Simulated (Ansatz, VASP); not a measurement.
**C: VASP beside Ansatz**

File INCAR:

```
PREC = Accurate
ENCUT = 520
EDIFF = 1E-6
ISMEAR = 0
SIGMA = 0.15
LREAL = F
LASPH = T
NELM = 100
ALGO = Normal
ISIF = 2
LWAVE = F
LCHARG = F
GGA = PE
IVDW = 12
NBANDS = 16
```

The input KPOINTS:

```
Automatic mesh
0
Gamma
  18 12 10
```

Contents of POSCAR:

```
C
1.0
   -2.4646600698      0.0000000000      0.0000000000
    0.0000000000      0.0000000000     -3.5719696368
    0.0000000000     -4.2689164642      0.0000000000
C
4
Direct
    0.5000000000      0.0000000000      0.1750997200
    0.0000000000      0.0000000000      0.6638556489
    0.0000000000      0.0000000000      0.3249002800
    0.5000000000      0.0000000000      0.8361443511
```

Input for Ansatz:

```yaml
crystal:
  lattice:
    - [-2.4646600698, 0.0, 0.0]
    - [0.0, 0.0, -3.5719696368]
    - [0.0, -4.2689164642, 0.0]
  atoms:
    - { symbol: C, position: [0.5, 0.0, 0.17509972] }
    - { symbol: C, position: [0.0, 0.0, 0.6638556489] }
    - { symbol: C, position: [0.0, 0.0, 0.32490028] }
    - { symbol: C, position: [0.5, 0.0, 0.8361443511] }
basis:
  ecutwfc: 520.0
kpoints:
  mp_grid: { grid: [18, 12, 10] }
hamiltonian:
  xc: pbe
  pseudopotentials: { kind: paw, azcp: { folder: soft_1 } }
  dispersion: d3bj
scf:
  occupations: { method: gaussian, width: 0.15 }
output:
  forces: true
  stress: true
  eigenvalues: true
```

Change from the starting cell: mode 8 frozen in at -0.024 Å and mode 12 at -0.012 Å (largest displacements).

Alike in both runs: task single point; functional PBE; dispersion D3(BJ); k mesh 18 × 12 × 10; occupations gaussian, width 0.15 eV; no spin polarisation.

|  | VASP | Ansatz |
| --- | --- | --- |
| version | VASP 6.6.1 | Ansatz 0.2.0 |
| potentials or method | VASP PAW PBE potentials, release 64 (C), cutoff 520 eV | scalar-relativistic, plane waves, PAW |
| valence electrons in the cell | 16 | 16 |

VASP gave:

```
gap on the k mesh at the Fermi level (eV)                     : none
pressure (GPa)                                                : 1.0
traceless stress, the component that is largest in VASP (GPa) : 3.62
rms of the force components (eV/Å)                            : 1.329
```

Problem. What did Ansatz give for the same quantities?

Solution. gap on the k mesh at the Fermi level (eV): none; pressure (GPa): 0.6; traceless stress, the component that is largest in VASP (GPa): 3.34; rms of the force components (eV/Å): 1.331.

Atom by atom the forces differ by 0.003 eV/Å (rms over components). A gap of «none» marks a metal or a gap that the smearing closes.
